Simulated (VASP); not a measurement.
## Ba: single point with PBE

The system is Ba.

```
Ba
1.0
    -2.50650    2.50650    2.50650
     2.50650   -2.50650    2.50650
     2.50650    2.50650   -2.50650
Ba
1
Direct
  0.00000 0.00000 0.00000
```

```json
{
 "Program": "VASP 6.6.1",
 "Task": "single point",
 "Functional": "PBE",
 "Potentials or basis": "VASP PAW PBE potentials, release 64 (Ba_sv)",
 "Cutoff": "520 eV",
 "k mesh": "6 × 6 × 6",
 "Occupations": "fermi-dirac, width 0.05 eV",
 "Spin": "non-collinear spin, zero start, spin-orbit coupling",
 "Starting moments": "[[0.0, 0.0, 0.0]] μB"
}
```

| Quantity | Value |
| --- | --- |
| Pressure | 0.2 GPa |
| Net moment | 0.00 μB per cell |
| Valence electrons inside the program's atomic spheres | Ba 7.89 |

Moments on the atoms (μB; x, y, z):
```
Ba  0.00 0.00 0.00
```

Run time: 80 s on 1 thread of Intel Xeon 8259CL (shared host), peak memory 0.31 GiB.
